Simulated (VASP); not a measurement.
# Na3Nb2O (P4mm) in VASP: notebook

The runs below take Na3Nb2O through single point, with PBE.

Program: VASP 6.6.1. These are calculated values, not measurements. Logs are shortened: lines on timing, memory, paths and dates and some standing lists are left out, and cuts for length are marked.

## 1. The cell of the first run

The structure is tetragonal, space group P4mm (No. 99). Conventional cell: a = 3.448 Å, b = 3.448 Å, c = 7.504 Å, α = 90.00°, β = 90.00°, γ = 90.00°. Na (site symmetry 2mm) has 4 Na at 2.44 Å and 4 Nb at 2.63 to 2.65 Å within 3.2 Å. Na (site symmetry 4mm) has 5 Nb at 2.58 to 2.66 Å and 4 O at 3.05 Å and 4 Na at 3.34 Å within 3.4 Å. Within 3.4 Å of Nb (site symmetry 4mm) lie 8 Na at 2.58 to 2.65 Å and 1 O at 2.68 Å. Nb (site symmetry 4mm) has 4 O at 2.57 Å and 5 Na at 2.63 to 2.66 Å within 3.4 Å. Within 3.4 Å of O (site symmetry 4mm) lie 5 Nb at 2.57 to 2.68 Å and 8 Na at 3.05 to 3.30 Å.

## 2. Single point, PBE

INCAR reads:

```
SYSTEM = Na3Nb2O
ALGO = Normal ; EDIFF = 1E-6
ENCUT = 520 ; GGA = PE
ISIF = 2 ; ISMEAR = 0
LASPH = .True. ; LCHARG = .False.
LREAL = .False. ; LWAVE = .False.
NBANDS = 36 ; NELM = 100
PREC = Accurate ; SIGMA = 0.1
```

KPOINTS reads:

```
k-points
0
Gamma
  6 6 2
  0 0 0
```

POSCAR reads:

```
Na3Nb2O
1.0
    3.4476968000      0.0000000000      0.0000000000
    0.0000000000      3.4476968000      0.0000000000
    0.0000000000      0.0000000000      7.5036288500
Na Nb O
3 2 1
Direct
    0.5000000000      0.0000000000      0.9983087800
    0.0000000000      0.5000000000      0.9983087800
    0.0000000000      0.0000000000      0.3792572600
    0.5000000000      0.5000000000      0.2665635600
    0.0000000000      0.0000000000      0.7339377400
    0.5000000000      0.5000000000      0.6236239100
```

Potentials or basis: VASP PAW PBE potentials, release 64 (Na_pv, Nb_sv, O).

Started as:

```bash
> cat potpaw_PBE.64/Na_pv/POTCAR potpaw_PBE.64/Nb_sv/POTCAR potpaw_PBE.64/O/POTCAR > POTCAR
> mpirun -np 1 vasp_std > vasp.out
```

OUTCAR:

```text
SYSTEM = Na3Nb2O
   EDIFF = 1E-6
   ENCUT = 520
   GGA = PE
   ISIF = 2
   ISMEAR = 0
   LASPH = .True.
   LREAL = .False.
   NELM = 100
   PREC = Accurate

 ion  position               nearest neighbor table
   1  0.500  0.000  0.998-   2 2.44   2 2.44   2 2.44   2 2.44   5 2.63   5 2.63   4 2.65   4 2.65

   2  0.000  0.500  0.998-   1 2.44   1 2.44   1 2.44   1 2.44   5 2.63   5 2.63   4 2.65   4 2.65

   3  0.000  0.000  0.379-   4 2.58   4 2.58   4 2.58   4 2.58   5 2.66
   4  0.500  0.500  0.267-   3 2.58   3 2.58   3 2.58   3 2.58   2 2.65   2 2.65   1 2.65   1 2.65

   5  0.000  0.000  0.734-   1 2.63   2 2.63   2 2.63   1 2.63   3 2.66
   6  0.500  0.500  0.624-

  LATTYP: Found a simple tetragonal cell.
 ALAT       =     3.4476968000
 C/A-ratio  =     2.1764178480

  Lattice vectors:

 A1 = (   3.4476968000,   0.0000000000,   0.0000000000)
 A2 = (   0.0000000000,   3.4476968000,   0.0000000000)
 A3 = (   0.0000000000,   0.0000000000,   7.5036288500)

Analysis of symmetry for initial positions (statically):
=====================================================================
 Subroutine PRICEL returns:
 Original cell was already a primitive cell.

 Routine SETGRP: Setting up the symmetry group for a
 simple tetragonal supercell.

 Subroutine GETGRP returns: Found  8 space group operations
 (whereof  8 operations were pure point group operations)
 out of a pool of 16 trial point group operations.

The static configuration has the point symmetry C_4v.

Analysis of symmetry for dynamics (positions and initial velocities):
=====================================================================
 Subroutine PRICEL returns:
 Original cell was already a primitive cell.

 Routine SETGRP: Setting up the symmetry group for a
 simple tetragonal supercell.

 Subroutine GETGRP returns: Found  8 space group operations
 (whereof  8 operations were pure point group operations)
 out of a pool of 16 trial point group operations.

The dynamic configuration has the point symmetry C_4v.

 Subroutine INISYM returns: Found  8 space group operations
 (whereof  8 operations are pure point group operations),
 and found     1 'primitive' translations

----------------------------------------------------------------------------------------

                                     Primitive cell

  volume of cell :      89.1927

  direct lattice vectors                    reciprocal lattice vectors
     3.447696800  0.000000000  0.000000000     0.290048707  0.000000000  0.000000000
     0.000000000  3.447696800  0.000000000     0.000000000  0.290048707  0.000000000
     0.000000000  0.000000000  7.503628850     0.000000000  0.000000000  0.133268852

  length of vectors
     3.447696800  3.447696800  7.503628850     0.290048707  0.290048707  0.133268852

  position of ions in fractional coordinates (direct lattice)
     0.500000000  0.000000000  0.998308780
     0.000000000  0.500000000  0.998308780
     0.000000000  0.000000000  0.379257260
     0.500000000  0.500000000  0.266563560
     0.000000000  0.000000000  0.733937740
     0.500000000  0.500000000  0.623623910

  ion indices of the primitive-cell ions
   primitive index   ion index
                 1           1
                 2           2
                 3           3
                 4           4
                 5           5
                 6           6

----------------------------------------------------------------------------------------

 KPOINTS: k-points

Automatic generation of k-mesh.
 Grid dimensions read from file:
 generate k-points for:    6    6    2

 Generating k-lattice:

  Cartesian coordinates                     Fractional coordinates (reciprocal lattice)
     0.048341451  0.000000000  0.000000000     0.166666667  0.000000000  0.000000000
     0.000000000  0.048341451  0.000000000     0.000000000  0.166666667  0.000000000
     0.000000000  0.000000000  0.066634426     0.000000000  0.000000000  0.500000000

  Length of vectors
     0.048341451  0.048341451  0.066634426

  Shift w.r.t. Gamma in fractional coordinates (k-lattice)
     0.000000000  0.000000000  0.000000000

 Subroutine IBZKPT returns following result:
 ===========================================

 Found     20 irreducible k-points:

 Following reciprocal coordinates:
            Coordinates               Weight
  0.000000  0.000000  0.000000      1.000000
  0.166667  0.000000  0.000000      4.000000
  0.333333  0.000000  0.000000      4.000000
  0.500000  0.000000  0.000000      2.000000
  0.166667  0.166667  0.000000      4.000000
  0.333333  0.166667  0.000000      8.000000
[... 12 lines left out ...]
  0.500000  0.333333  0.500000      4.000000
  0.500000  0.500000  0.500000      1.000000
   k-points           NKPTS =     20   k-points in BZ     NKDIM =     20   number of bands    NBANDS=     36
   number of dos      NEDOS =    301   number of ions     NIONS =      6
   total plane-waves  NPLWV =  43904
   dimension x,y,z NGX =    28 NGY =   28 NGZ =   56
   dimension x,y,z NGXF=    56 NGYF=   56 NGZF=  112
   ions per type =               3   2   1
   NGX,Y,Z   is equivalent  to a cutoff of  13.50, 13.50, 12.41 a.u.
   NGXF,Y,Z  is equivalent  to a cutoff of  27.00, 27.00, 24.81 a.u.
 SYSTEM =  Na3Nb2O
   PREC   = accura    normal or accurate (medium, high low for compatibility)
   ISTART =      0    job   : 0-new  1-cont  2-samecut
   ICHARG =      2    charge: 1-file 2-atom 10-const
   ISPIN  =      1    spin polarized calculation?
   LNONCOLLINEAR =      F non collinear calculations
   LSORBIT =      F    spin-orbit coupling
   LASPH  =      T    aspherical Exc in radial PAW
   ENCUT  =  520.0 eV  38.22 Ry    6.18 a.u.   6.41  6.41 13.95*2*pi/ulx,y,z
   NELM   =    100;   NELMIN=  2; NELMDL= -5     # of ELM steps
   EDIFF  = 0.1E-05   stopping-criterion for ELM
   LREAL  =      F    real-space projection
   EDIFFG = 0.1E-04   stopping-criterion for IOM
   NSW    =      0    number of steps for IOM
   IBRION =     -1    ionic relax: 0-MD 1-quasi-New 2-CG
   NFREE  =      0    steps in history (QN), initial steepest desc. (CG)
   ISIF   =      2    stress and relaxation
   ISYM   =      2    0-nonsym 1-usesym 2-fastsym
   POTIM  = 0.5000    time-step for ionic-motion
   TEBEG  =    0.0;   TEEND  =   0.0 temperature during run
   PSTRESS=    0.0 pullay stress
   NELECT =      53.0000    total number of electrons
   NUPDOWN=      -1.0000    fix difference up-down
   EMIN   =  10.00;   EMAX   =-10.00  energy-range for DOS
   EFERMI =   0.00;   METHOD = LEGACY
   ISMEAR =     0;   SIGMA  =   0.10  broadening in eV -4-tet -1-fermi 0-gaus
   EFERMI_NEDOS =   21; number of points for ismear=-14 and -15
   IALGO  =     38    algorithm
   IMIX   =      4    mixing-type and parameters
     AMIX     =   0.40;   BMIX     =  1.00
     AMIX_MAG =   1.60;   BMIX_MAG =  1.00
  volume/ion in A,a.u.               =      14.87       100.32
  Fermi-wavevector in a.u.,A,eV,Ry     =   1.376333  2.600893 25.773427  1.894293
  Thomas-Fermi vector in A             =   2.501588
   LORBIT       =      0    0 simple, 1 ext, 2 COOP (PROOUT), +10 PAW based schemes
   GGA     = PE    functional components
   LHFCALC =     F    Hartree Fock is set to
   AEXX    =    0.0000 exact exchange contribution
   IVDW    =     0    specifies the selected vdW correction
   LEPSILON=     F    determine dielectric tensor
   LRPA    =     F    only Hartree local field effects (RPA)
 non-spin polarized calculation
 Gauss-broadening in eV      SIGMA  =   0.10
  energy-cutoff  :      520.00
  volume of cell :       89.19
 maximum number of plane-waves:      2428
 NGX is ok and might be reduce to    28
   NGX = 13   NGY = 13   NGZ = 27

 number of electron      53.0000006 magnetization

 Free energy of the ion-electron system (eV)
  ---------------------------------------------------
  ext. energy  EPLUGINS =         0.00000000
  ---------------------------------------------------
  free energy    TOTEN  =       -18.62495752 eV

  energy without entropy =      -18.57302813  energy(sigma->0) =      -18.59899283

 E-fermi :   7.2188     XC(G=0): -10.8639

 val. band max:        7.2061653595   @ k =   0.3333   0.1667   0.5000
 cond. band min:       7.2202379647   @ k =   0.1667   0.0000   0.0000
 fundamental gap:      0.0140726052
 Fermi energy:         7.2188357601

 k-point     1 :       0.0000    0.0000    0.0000
  band No.  band energies     occupation
      1     -48.2055      2.00000
      2     -47.7235      2.00000
      3     -24.2630      2.00000
      4     -24.2541      2.00000
      5     -24.2541      2.00000
      6     -23.9818      2.00000
[... 28 lines left out ...]
     35      13.0602      0.00000
     36      14.6540      0.00000

 k-point     2 :       0.1667    0.0000    0.0000
  band No.  band energies     occupation
      1     -48.2029      2.00000
      2     -47.7210      2.00000
      3     -24.2979      2.00000
      4     -24.2590      2.00000
      5     -24.2501      2.00000
      6     -23.9802      2.00000
[... 28 lines left out ...]
     35      12.8718      0.00000
     36      14.1773      0.00000

 k-point     3 :       0.3333    0.0000    0.0000
  band No.  band energies     occupation
      1     -48.1976      2.00000
      2     -47.7160      2.00000
      3     -24.3840      2.00000
      4     -24.2511      2.00000
      5     -24.2421      2.00000
      6     -23.9769      2.00000
[... 28 lines left out ...]
     35      11.3453      0.00000
     36      13.2743      0.00000

 k-point     4 :       0.5000    0.0000    0.0000
  band No.  band energies     occupation
      1     -48.1950      2.00000
      2     -47.7135      2.00000
      3     -24.4264      2.00000
      4     -24.2472      2.00000
      5     -24.2381      2.00000
      6     -23.9745      2.00000
[... 28 lines left out ...]
     35      10.8202      0.00000
     36      12.3315      0.00000

 k-point     5 :       0.1667    0.1667    0.0000
  band No.  band energies     occupation
      1     -48.2003      2.00000
      2     -47.7184      2.00000
      3     -24.2961      2.00000
      4     -24.2898      2.00000
      5     -24.2552      2.00000
      6     -23.9775      2.00000
[... 499 lines left out ...]
 k-point    18 :       0.3333    0.3333    0.5000
  band No.  band energies     occupation
      1     -48.1899      2.00000
      2     -47.7077      2.00000
      3     -24.3668      2.00000
      4     -24.3610      2.00000
      5     -24.2413      2.00000
      6     -23.9648      2.00000
[... 28 lines left out ...]
     35      12.4186      0.00000
     36      12.8806      0.00000

 k-point    19 :       0.5000    0.3333    0.5000
  band No.  band energies     occupation
      1     -48.1874      2.00000
      2     -47.7050      2.00000
      3     -24.4038      2.00000
      4     -24.3573      2.00000
      5     -24.2379      2.00000
      6     -23.9665      2.00000
[... 28 lines left out ...]
     35      11.9260      0.00000
     36      13.2313      0.00000

 k-point    20 :       0.5000    0.5000    0.5000
  band No.  band energies     occupation
      1     -48.1848      2.00000
      2     -47.7021      2.00000
      3     -24.3964      2.00000
      4     -24.3964      2.00000
      5     -24.2348      2.00000
      6     -23.9684      2.00000
[... 28 lines left out ...]
     35      11.4415      0.00000
     36      12.9943      0.00000

------------------------ aborting loop because EDIFF is reached ----------------------------------------

  FORCE on cell =-STRESS in cart. coord.  units (eV):
  Direction    XX          YY          ZZ          XY          YZ          ZX
  --------------------------------------------------------------------------------------
  -------------------------------------------------------------------------------------
  Total        8.0794791      8.0794791     21.3397589      0.0000000     -0.0000000      0.0000000
  in kB      145.1324298    145.1324298    383.3280630      0.0000000     -0.0000000      0.0000000
  external PRESSURE =     224.5309742 kB  Pullay stress =       0.0000000 kB

 VOLUME and BASIS-vectors are now :
 -----------------------------------------------------------------------------
  energy-cutoff  :      520.00
  volume of cell :       89.19
      direct lattice vectors                 reciprocal lattice vectors
     3.447696800  0.000000000  0.000000000     0.290048707  0.000000000  0.000000000
     0.000000000  3.447696800  0.000000000     0.000000000  0.290048707  0.000000000
     0.000000000  0.000000000  7.503628850     0.000000000  0.000000000  0.133268852

 POSITION                                       TOTAL-FORCE (eV/Angst)
 -----------------------------------------------------------------------------------
      1.72385      0.00000      7.49094         0.000000     -0.000000      0.372036
      0.00000      1.72385      7.49094         0.000000     -0.000000      0.372036
      0.00000      0.00000      2.84581         0.000000     -0.000000      1.348932
      1.72385      1.72385      2.00019         0.000000     -0.000000      3.063667
      0.00000      0.00000      5.50720         0.000000     -0.000000     -5.629610
      1.72385      1.72385      4.67944         0.000000      0.000000      0.472939
 -----------------------------------------------------------------------------------
    total drift:                                0.000000      0.000000     -0.001337

  FREE ENERGIE OF THE ION-ELECTRON SYSTEM (eV)
  ---------------------------------------------------
  free  energy   TOTEN  =       -18.6249575230 eV

  energy  without entropy=      -18.5730281331  energy(sigma->0) =      -18.59899283
```

Run time: 78 s. Hardware: 1 thread of Intel Xeon Platinum 8259CL at 2.50GHz (Skylake/Cascade Lake), shared host; peak memory 0.22 GiB.

Results:

- Free energy: -18.6250 eV
- Pressure: 22.5 GPa
- Largest force: 5.630 eV/Å

Forces in eV/Å, atoms in the order of the input:
```
Na   0.000  0.000  0.372
Na   0.000  0.000  0.372
Na   0.000  0.000  1.349
Nb   0.000  0.000  3.064
Nb   0.000  0.000 -5.630
O    0.000  0.000  0.473
```

Caveat: the k points lie up to 0.42 Å⁻¹ apart; an odd number of electrons without spin polarisation forces a metal; a magnetic or distorted state may lie lower.

## 3. Single point, PBE

This run uses another cell than the first one, of 19.25 Å³/atom, 1.295 times its volume.

INCAR reads:

```
PREC = Accurate
ENCUT = 520
EDIFF = 1E-7
ISMEAR = 0
SIGMA = 0.1
LREAL = F
LASPH = T
NELM = 80
ALGO = Normal
ISIF = 2
LWAVE = F
LCHARG = F
GGA = PE
NBANDS = 36
```

KPOINTS reads:

```
regular mesh
0
Gamma
  12 12 4
```

POSCAR reads:

```
Na3Nb2O
1.0
    3.1403748368      0.0000000000      0.0000000000
    0.0000000000      3.1403748368      0.0000000000
    0.0000000000      0.0000000000     11.7118622245
Na Nb O
3 2 1
Direct
    0.5000000000      0.0000000000      0.9692966485
    0.0000000000      0.5000000000      0.9692966485
    0.0000000000      0.0000000000      0.4289917932
    0.5000000000      0.5000000000      0.2125926438
    0.0000000000      0.0000000000      0.7224095890
    0.5000000000      0.5000000000      0.6974127070
```

Potentials or basis: VASP PAW PBE potentials, release 64 (Na_pv, Nb_sv, O).

Started as:

```bash
> cat potpaw_PBE.64/Na_pv/POTCAR potpaw_PBE.64/Nb_sv/POTCAR potpaw_PBE.64/O/POTCAR > POTCAR
> mpirun -np 1 vasp_std > vasp.out
```

Run time: 5 min. Hardware: 1 thread of Intel Xeon Platinum 8259CL at 2.50GHz (Skylake/Cascade Lake), shared host; peak memory 0.41 GiB.

It converged, with:

| Quantity | Value |
| --- | --- |
| Free energy | -25.9077 eV |
| Pressure | 0.0 GPa |
| Largest force | 0.012 eV/Å |

Forces in eV/Å, atoms in the order of the input:
```
Na   0.000  0.000  0.001
Na   0.000  0.000  0.001
Na   0.000  0.000  0.001
Nb   0.000  0.000  0.001
Nb   0.000  0.000 -0.012
O    0.000  0.000  0.008
```

Levels at points of the mesh, in eV from the Fermi level:
| k point | band 24 | band 25 | band 26 | band 27 | band 28 | band 29 | band 30 | band 31 |
| --- | --- | --- | --- | --- | --- | --- | --- | --- |
| (0.00, 0.00, 0.00) | -2.65 | -2.18 | -1.30 | -1.12 | 1.08 | 1.24 | 1.24 | 1.52 |
| (0.50, 0.00, 0.00) | -1.13 | -0.62 | 0.19 | 0.25 | 1.01 | 1.20 | 1.41 | 1.46 |
| (0.50, 0.50, 0.00) | -0.93 | -0.42 | -0.42 | 0.06 | 0.42 | 2.43 | 3.17 | 3.41 |
| (0.00, 0.00, 0.50) | -2.65 | -1.64 | -1.30 | -1.20 | 0.50 | 1.24 | 1.24 | 1.52 |
| (0.50, 0.00, 0.50) | -0.93 | -0.59 | -0.09 | 0.12 | 1.00 | 1.17 | 1.41 | 1.46 |
| (0.50, 0.50, 0.50) | -0.93 | -0.43 | -0.43 | 0.05 | 0.42 | 2.40 | 3.17 | 3.45 |

Caveat: an odd number of electrons without spin polarisation forces a metal; a magnetic or distorted state may lie lower.
